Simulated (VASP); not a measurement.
Wanted: the native input for a VASP 6.6.1 run.

```yaml
Task: single point
Functional: PBE
Potentials_or_basis: VASP PAW PBE potentials, release 64 (Be, C)
Cutoff: 600 eV
k_mesh: 12 × 12 × 12
Occupations: gaussian, width 0.02 eV
Spin: no spin polarisation
Dipole_correction: no
Further_INCAR_settings: ALGO = Normal; EDIFF = 1e-06; NBANDS = 11
```

The structure of Be2C lies in POSCAR:

```
Be2C
1.0
    0.0000000000      2.1207041000      2.1207041000
    2.1207041000      0.0000000000      2.1207041000
    2.1207041000      2.1207041000      0.0000000000
Be C
2 1
Direct
    0.2500000000      0.2500000000      0.2500000000
    0.7500000000      0.7500000000      0.7500000000
    0.0000000000      0.0000000000      0.0000000000
```

This cell differs from its parent crystal: strained.

The input as run:

INCAR

```
PREC     = Accurate       # precision mode
ENCUT    = 600            # plane-wave cutoff, eV
EDIFF    = 1E-6           # SCF threshold, eV
ISMEAR   = 0              # smearing method
SIGMA    = 0.02           # smearing width, eV
LREAL    = False          # projectors in reciprocal space
LASPH    = True           # aspherical terms in the spheres
NELM     = 120            # most SCF steps
ALGO     = Normal         # electronic algorithm
ISIF     = 2              # what is computed and relaxed
LWAVE    = False          # write WAVECAR
LCHARG   = False          # write CHGCAR
GGA      = PE             # functional
NBANDS   = 11             # bands
GGA_COMPAT= False
```

KPOINTS

```
Automatic mesh
0
Gamma
  12 12 12
```

Potentials or basis: VASP PAW PBE potentials, release 64 (Be, C).

The run is started by

```sh
$ cat potpaw_PBE.64/Be/POTCAR potpaw_PBE.64/C/POTCAR > POTCAR
$ mpirun -np 1 vasp_std > vasp.out
```

It gave:

| Property | Result |
| --- | --- |
| Pressure | 14.0 GPa |
| Band gap on the k mesh | 1.18 eV (least direct gap 4.24 eV) |

Caveat: the cell differs from its parent crystal (strained); the cell stands under pressure.

Run time: 22 s on 1 thread of Intel Xeon 8259CL, with other jobs on the host, peak memory 0.14 GiB.
